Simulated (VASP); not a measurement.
# Au in VASP: a series of runs

Runs on Au. Level: PBE. Tasks: single point.

All numbers are computed with VASP 6.6.1; they aren't measurements. Logs are shortened: lines on timing, memory, paths and dates and some standing lists are left out, and cuts for length are marked.

## Step 1: The cell of the first run

The cell holds a sheet with vacuum, 2 atoms: a = 4.474 Å, b = 4.474 Å, c = 23.800 Å, α = 90.00°, β = 90.00°, γ = 120.00°.

## Step 2: Single point, PBE

INCAR

```
SYSTEM = Au
PREC     = Accurate       ! precision mode
ENCUT    = 520            ! plane-wave cutoff, eV
EDIFF    = 1E-6           ! SCF threshold, eV
ISMEAR   = 0              ! smearing method
SIGMA    = 0.1            ! smearing width, eV
LREAL    = .FALSE.        ! projectors in reciprocal space
LASPH    = .TRUE.         ! aspherical terms in the spheres
NELM     = 60             ! most SCF steps
ALGO     = Normal         ! electronic algorithm
ISIF     = 2              ! what is computed and relaxed
LWAVE    = .FALSE.        ! write WAVECAR
LCHARG   = .FALSE.        ! write CHGCAR
LDIPOL   = .TRUE.       
IDIPOL   = 3            
DIPOL    = 0.5 0.5 0.294
GGA      = PE             ! functional
NBANDS   = 18             ! bands
```

KPOINTS

```
regular mesh
0
G
  12 12 1
  0 0 0
```

POSCAR

```
Au
1.0
    4.4744395038      0.0000000000      0.0000000000
   -2.2372197519      3.8749782780      0.0000000000
    0.0000000000      0.0000000000     23.8000000000
Au
2
Direct
    0.3333333333      0.6666666667      0.2941176471
    0.6666666667      0.3333333333      0.2941176471
```

Potentials or basis: VASP PAW PBE potentials, release 64 (Au).

Command:

```bash
$ cat potpaw_PBE.64/Au/POTCAR > POTCAR
$ mpirun -np 1 vasp_std > vasp.out
```

OUTCAR:

```text
SYSTEM = Au
   PREC = Accurate
   ENCUT = 520
   EDIFF = 1E-6
   ISMEAR = 0
   LREAL = .FALSE.
   LASPH = .TRUE.
   NELM = 60
   ISIF = 2
   GGA = PE

 ion  position               nearest neighbor table
   1  0.333  0.667  0.294-   2 2.58   2 2.58   2 2.58
   2  0.667  0.333  0.294-   1 2.58   1 2.58   1 2.58

  LATTYP: Found a hexagonal cell.
 ALAT       =     4.4744395038
 C/A-ratio  =     5.3191019746

  Lattice vectors:

 A1 = (   4.4744395038,   0.0000000000,   0.0000000000)
 A2 = (  -2.2372197519,   3.8749782780,   0.0000000000)
 A3 = (   0.0000000000,   0.0000000000,  23.8000000000)

Analysis of symmetry for initial positions (statically):
=====================================================================
 Subroutine PRICEL returns:
 Original cell was already a primitive cell.

 Routine SETGRP: Setting up the symmetry group for a
 hexagonal supercell.

 Subroutine GETGRP returns: Found 24 space group operations
 (whereof 12 operations were pure point group operations)
 out of a pool of 24 trial point group operations.

The static configuration has the point symmetry C_6v.
 The point group associated with its full space group is D_6h.

Analysis of symmetry for dynamics (positions and initial velocities):
=====================================================================
 Subroutine PRICEL returns:
 Original cell was already a primitive cell.

 Routine SETGRP: Setting up the symmetry group for a
 hexagonal supercell.

 Subroutine GETGRP returns: Found 24 space group operations
 (whereof 12 operations were pure point group operations)
 out of a pool of 24 trial point group operations.

The dynamic configuration has the point symmetry C_6v.
 The point group associated with its full space group is D_6h.

 Subroutine INISYM returns: Found 24 space group operations
 (whereof 12 operations are pure point group operations),
 and found     1 'primitive' translations

----------------------------------------------------------------------------------------

                                     Primitive cell

  volume of cell :     412.6529

  direct lattice vectors                    reciprocal lattice vectors
     4.474439504  0.000000000  0.000000000     0.223491680  0.129032981  0.000000000
    -2.237219752  3.874978278  0.000000000     0.000000000  0.258065963  0.000000000
     0.000000000  0.000000000 23.800000000     0.000000000  0.000000000  0.042016807

  length of vectors
     4.474439504  4.474439504 23.800000000     0.258065963  0.258065963  0.042016807

  position of ions in fractional coordinates (direct lattice)
     0.333333333  0.666666667  0.294117647
     0.666666667  0.333333333  0.294117647

  ion indices of the primitive-cell ions
   primitive index   ion index
                 1           1
                 2           2

----------------------------------------------------------------------------------------

 KPOINTS: regular mesh

Automatic generation of k-mesh.
 Grid dimensions read from file:
 generate k-points for:   12   12    1

 Generating k-lattice:

  Cartesian coordinates                     Fractional coordinates (reciprocal lattice)
     0.018624307  0.010752748  0.000000000     0.083333333  0.000000000  0.000000000
     0.000000000  0.021505497  0.000000000     0.000000000  0.083333333  0.000000000
     0.000000000  0.000000000  0.042016807     0.000000000  0.000000000  1.000000000

  Length of vectors
     0.021505497  0.021505497  0.042016807

  Shift w.r.t. Gamma in fractional coordinates (k-lattice)
     0.000000000  0.000000000  0.000000000

 Subroutine IBZKPT returns following result:
 ===========================================

 Found     19 irreducible k-points:

 Following reciprocal coordinates:
            Coordinates               Weight
  0.000000  0.000000  0.000000      1.000000
  0.083333  0.000000  0.000000      6.000000
  0.166667  0.000000  0.000000      6.000000
  0.250000  0.000000  0.000000      6.000000
  0.333333  0.000000  0.000000      6.000000
  0.416667  0.000000  0.000000      6.000000
[... 11 lines left out ...]
  0.333333  0.250000  0.000000     12.000000
  0.333333  0.333333  0.000000      2.000000
   k-points           NKPTS =     19   k-points in BZ     NKDIM =     19   number of bands    NBANDS=     18
   number of dos      NEDOS =    301   number of ions     NIONS =      2
   total plane-waves  NPLWV = 233280
   dimension x,y,z NGX =    36 NGY =   36 NGZ =  180
   dimension x,y,z NGXF=    72 NGYF=   72 NGZF=  360
   ions per type =               2
   NGX,Y,Z   is equivalent  to a cutoff of  13.38, 13.38, 12.57 a.u.
   NGXF,Y,Z  is equivalent  to a cutoff of  26.75, 26.75, 25.15 a.u.
 SYSTEM =  Au
   PREC   = accura    normal or accurate (medium, high low for compatibility)
   ISTART =      0    job   : 0-new  1-cont  2-samecut
   ICHARG =      2    charge: 1-file 2-atom 10-const
   ISPIN  =      1    spin polarized calculation?
   LNONCOLLINEAR =      F non collinear calculations
   LSORBIT =      F    spin-orbit coupling
   LASPH  =      T    aspherical Exc in radial PAW
   ENCUT  =  520.0 eV  38.22 Ry    6.18 a.u.   8.32  8.32 44.25*2*pi/ulx,y,z
   NELM   =     60;   NELMIN=  2; NELMDL= -5     # of ELM steps
   EDIFF  = 0.1E-05   stopping-criterion for ELM
   LREAL  =      F    real-space projection
   EDIFFG = 0.1E-04   stopping-criterion for IOM
   NSW    =      0    number of steps for IOM
   IBRION =     -1    ionic relax: 0-MD 1-quasi-New 2-CG
   NFREE  =      0    steps in history (QN), initial steepest desc. (CG)
   ISIF   =      2    stress and relaxation
   ISYM   =      2    0-nonsym 1-usesym 2-fastsym
   POTIM  = 0.5000    time-step for ionic-motion
   TEBEG  =    0.0;   TEEND  =   0.0 temperature during run
   PSTRESS=    0.0 pullay stress
   NELECT =      22.0000    total number of electrons
   NUPDOWN=      -1.0000    fix difference up-down
   EMIN   =  10.00;   EMAX   =-10.00  energy-range for DOS
   EFERMI =   0.00;   METHOD = LEGACY
   ISMEAR =     0;   SIGMA  =   0.10  broadening in eV -4-tet -1-fermi 0-gaus
   EFERMI_NEDOS =   21; number of points for ismear=-14 and -15
   IALGO  =     38    algorithm
   IMIX   =      4    mixing-type and parameters
     AMIX     =   0.40;   BMIX     =  1.00
     AMIX_MAG =   1.60;   BMIX_MAG =  1.00
  volume/ion in A,a.u.               =     206.33      1392.36
  Fermi-wavevector in a.u.,A,eV,Ry     =   0.616151  1.164357  5.165350  0.379643
  Thomas-Fermi vector in A             =   1.673777
   LORBIT       =      0    0 simple, 1 ext, 2 COOP (PROOUT), +10 PAW based schemes
   GGA     = PE    functional components
   LHFCALC =     F    Hartree Fock is set to
   AEXX    =    0.0000 exact exchange contribution
   IVDW    =     0    specifies the selected vdW correction
   LEPSILON=     F    determine dielectric tensor
   LRPA    =     F    only Hartree local field effects (RPA)
 non-spin polarized calculation
 Gauss-broadening in eV      SIGMA  =   0.10
  energy-cutoff  :      520.00
  volume of cell :      412.65
 maximum number of plane-waves:     11163
 NGX is ok and might be reduce to    36
   NGX = 17   NGY = 17   NGZ = 89

 number of electron      22.0000003 magnetization

 dipolmoment           0.000000      0.000000     -0.000004 electrons x Angstroem

 Free energy of the ion-electron system (eV)
  ---------------------------------------------------
  ext. energy  EPLUGINS =         0.00000000
  ---------------------------------------------------
  free energy    TOTEN  =        -4.62580342 eV

  energy without entropy =       -4.62358734  energy(sigma->0) =       -4.62469538

 E-fermi :  -4.7196     XC(G=0):  -1.7476

 val. band max:       -4.7335727349   @ k =   0.3333   0.3333   0.0000
 cond. band min:      -4.5099236754   @ k =   0.4167   0.1667   0.0000
 fundamental gap:      0.2236490595
 Fermi energy:        -4.7195732133

 k-point     1 :       0.0000    0.0000    0.0000
  band No.  band energies     occupation
      1     -10.0463      2.00000
      2      -8.0687      2.00000
      3      -8.0687      2.00000
      4      -7.8140      2.00000
      5      -7.8140      2.00000
      6      -7.5192      2.00000
[... 10 lines left out ...]
     17       2.5619      0.00000
     18       3.1844      0.00000

 k-point     2 :       0.0833    0.0000    0.0000
  band No.  band energies     occupation
      1      -9.9886      2.00000
      2      -8.2241      2.00000
      3      -8.2234      2.00000
      4      -7.8315      2.00000
      5      -7.8057      2.00000
      6      -7.3647      2.00000
[... 10 lines left out ...]
     17       2.4133      0.00000
     18       2.6289      0.00000

 k-point     3 :       0.1667    0.0000    0.0000
  band No.  band energies     occupation
      1      -9.8278      2.00000
      2      -8.4907      2.00000
      3      -8.4668      2.00000
      4      -7.8773      2.00000
      5      -7.7830      2.00000
      6      -7.0831      2.00000
[... 10 lines left out ...]
     17       2.1506      0.00000
     18       2.6268      0.00000

 k-point     4 :       0.2500    0.0000    0.0000
  band No.  band energies     occupation
      1      -9.6051      2.00000
      2      -8.7354      2.00000
      3      -8.6773      2.00000
      4      -7.9358      2.00000
      5      -7.7524      2.00000
      6      -6.8578      2.00000
[... 270 lines left out ...]
      4      -8.1402      2.00000
      5      -7.4755      2.00000
      6      -6.8363      2.00000
[... 10 lines left out ...]
     17       3.2299      0.00000
     18       3.2481      0.00000

 k-point    18 :       0.3333    0.2500    0.0000
  band No.  band energies     occupation
      1      -9.5056      2.00000
      2      -8.8564      2.00000
      3      -8.8126      2.00000
      4      -8.1789      2.00000
      5      -7.3597      2.00000
      6      -6.9715      2.00000
[... 10 lines left out ...]
     17       3.5821      0.00000
     18       3.9382      0.00000

 k-point    19 :       0.3333    0.3333    0.0000
  band No.  band energies     occupation
      1      -9.5379      2.00000
      2      -8.8190      2.00000
      3      -8.8190      2.00000
      4      -8.1999      2.00000
      5      -7.1681      2.00000
      6      -7.1681      2.00000
[... 10 lines left out ...]
     17       4.2006      0.00000
     18       4.2007      0.00000

------------------------ aborting loop because EDIFF is reached ----------------------------------------

 vacuum level on the upper side and lower side of the slab       (xc-potential included)        -0.117        -0.120

  FORCE on cell =-STRESS in cart. coord.  units (eV):
  Direction    XX          YY          ZZ          XY          YZ          ZX
  --------------------------------------------------------------------------------------
  -------------------------------------------------------------------------------------
  Total       -0.0308904     -0.0308904     -0.0279523      0.0000000      0.0000000      0.0000000
  in kB       -0.1199360     -0.1199360     -0.1085285      0.0000000      0.0000000      0.0000000
  external PRESSURE =      -0.1161335 kB  Pullay stress =       0.0000000 kB

 VOLUME and BASIS-vectors are now :
 -----------------------------------------------------------------------------
  energy-cutoff  :      520.00
  volume of cell :      412.65
      direct lattice vectors                 reciprocal lattice vectors
     4.474439504  0.000000000  0.000000000     0.223491680  0.129032981  0.000000000
    -2.237219752  3.874978278  0.000000000     0.000000000  0.258065963  0.000000000
     0.000000000  0.000000000 23.800000000     0.000000000  0.000000000  0.042016807

 POSITION                                       TOTAL-FORCE (eV/Angst)
 -----------------------------------------------------------------------------------
     -0.00000      2.58332      7.00000        -0.000000     -0.000000      0.000000
      2.23722      1.29166      7.00000         0.000000      0.000000      0.000000
 -----------------------------------------------------------------------------------
    total drift:                               -0.000000     -0.000000     -0.000043

  FREE ENERGIE OF THE ION-ELECTRON SYSTEM (eV)
  ---------------------------------------------------
  free  energy   TOTEN  =        -4.6258034204 eV

  energy  without entropy=       -4.6235873365  energy(sigma->0) =       -4.62469538

 vacuum level on the upper side and lower side of the slab         1.086         1.082
```

Wall time 2 min (1 thread of Intel Xeon Platinum 8375C at 2.90GHz (Ice Lake), shared host); peak memory 0.56 GiB.

Results:

- Free energy: -4.6258 eV
- Band gap on the k mesh: zero (filled and empty bands touch)

Caveat: spin-orbit coupling is left out, which moves the levels of the heavy elements.

## Step 3: Single point, PBE

This run uses another cell than the first one, of 207.58 Å³/atom, 1.006 times its volume.

INCAR

```
SYSTEM = Au
ALGO     = Normal         ! electronic algorithm
DIPOL    = 0.5 0.5 0.294
EDIFF    = 1E-6           ! SCF threshold, eV
ENCUT    = 520            ! plane-wave cutoff, eV
GGA      = PE             ! functional
IDIPOL   = 3            
ISIF     = 2              ! what is computed and relaxed
ISMEAR   = 0              ! smearing method
LASPH    = .True.         ! aspherical terms in the spheres
LCHARG   = .True.         ! write CHGCAR
LDIPOL   = .True.       
LELF     = .True.         ! ELF
LREAL    = .False.        ! projectors in reciprocal space
LVACPOTAV= .True.       
LVHAR    = .True.       
LWAVE    = .False.        ! write WAVECAR
NBANDS   = 18             ! bands
NELM     = 60             ! most SCF steps
PREC     = Accurate       ! precision mode
SIGMA    = 0.1            ! smearing width, eV
```

KPOINTS

```
k-points
0
Gamma
  12 12 1
  0 0 0
```

POSCAR

```
Au
1.0
    4.4880362812      0.0000000000      0.0000000000
   -2.2440181406      3.8867534326      0.0000000000
    0.0000000000      0.0000000000     23.8000000000
Au
2
Direct
    0.3333333333      0.6666666667      0.2941176471
    0.6666666667      0.3333333333      0.2941176471
```

Potentials or basis: VASP PAW PBE potentials, release 64 (Au).

Command:

```bash
$ cat potpaw_PBE.64/Au/POTCAR > POTCAR
$ mpirun -np 1 vasp_std > vasp.out
```

OUTCAR:

```text
SYSTEM = Au
   EDIFF = 1E-6
   ENCUT = 520
   GGA = PE
   ISIF = 2
   ISMEAR = 0
   LASPH = .True.
   LREAL = .False.
   NELM = 60
   PREC = Accurate

 ion  position               nearest neighbor table
   1  0.333  0.667  0.294-   2 2.59   2 2.59   2 2.59
   2  0.667  0.333  0.294-   1 2.59   1 2.59   1 2.59

  LATTYP: Found a hexagonal cell.
 ALAT       =     4.4880362812
 C/A-ratio  =     5.3029874334

  Lattice vectors:

 A1 = (   4.4880362812,   0.0000000000,   0.0000000000)
 A2 = (  -2.2440181406,   3.8867534326,   0.0000000000)
[... 582 lines left out ...]

  FORCE on cell =-STRESS in cart. coord.  units (eV):
  Direction    XX          YY          ZZ          XY          YZ          ZX
  --------------------------------------------------------------------------------------
  -------------------------------------------------------------------------------------
  Total       -0.2569173     -0.2569173     -0.0279364      0.0000000      0.0000000      0.0000000
  in kB       -0.9914792     -0.9914792     -0.1078104      0.0000000      0.0000000      0.0000000
  external PRESSURE =      -0.6969229 kB  Pullay stress =       0.0000000 kB

 VOLUME and BASIS-vectors are now :
 -----------------------------------------------------------------------------
  energy-cutoff  :      520.00
  volume of cell :      415.16
      direct lattice vectors                 reciprocal lattice vectors
     4.488036281  0.000000000  0.000000000     0.222814598  0.128642068  0.000000000
    -2.244018141  3.886753433  0.000000000     0.000000000  0.257284136  0.000000000
     0.000000000  0.000000000 23.800000000     0.000000000  0.000000000  0.042016807

 POSITION                                       TOTAL-FORCE (eV/Angst)
 -----------------------------------------------------------------------------------
     -0.00000      2.59117      7.00000        -0.000000      0.000000      0.000000
      2.24402      1.29558      7.00000         0.000000     -0.000000      0.000000
 -----------------------------------------------------------------------------------
    total drift:                               -0.000000     -0.000000     -0.000040

  FREE ENERGIE OF THE ION-ELECTRON SYSTEM (eV)
  ---------------------------------------------------
  free  energy   TOTEN  =        -4.6250858572 eV

  energy  without entropy=       -4.6227506869  energy(sigma->0) =       -4.62391827

 vacuum level on the upper side and lower side of the slab         1.177         1.177
```

stdout:

```text
POSCAR found type information on POSCAR Au
 POSCAR found :  1 types and       2 ions
 scaLAPACK will be used
 LDA part: xc-table for (Slater+PW92), standard interpolation
 POSCAR, INCAR and KPOINTS ok, starting setup
 FFT: planning ... GRIDC
 FFT: planning ... GRID_SOFT
 FFT: planning ... GRID
 WAVECAR not read
 entering main loop
 -----------------------------------------------------------------------------
|                                                                             |
|           W    W    AA    RRRRR   N    N  II  N    N   GGGG   !!!           |
|           W    W   A  A   R    R  NN   N  II  NN   N  G    G  !!!           |
|           W    W  A    A  R    R  N N  N  II  N N  N  G       !!!           |
|           W WW W  AAAAAA  RRRRR   N  N N  II  N  N N  G  GGG   !            |
|           WW  WW  A    A  R   R   N   NN  II  N   NN  G    G                |
|           W    W  A    A  R    R  N    N  II  N    N   GGGG   !!!           |
|                                                                             |
|     Did not find any points to average over, which means that no vacuum     |
|     field-free region was found. Please increase the size of  your cell     |
|     in the dimension of the dipole correction to obtain accurate            |
|     workfunction values.                                                    |
|                                                                             |
 -----------------------------------------------------------------------------
```

Run time: 2.1 min. Hardware: 1 thread of Intel Xeon Platinum 8375C at 2.90GHz (Ice Lake), shared host; peak memory 0.55 GiB.

What came out:

```yaml
Free_energy: -4.6251 eV
Band_gap_on_the_k_mesh: zero (filled and empty bands touch)
```

Caveat: spin-orbit coupling is left out, which moves the levels of the heavy elements.
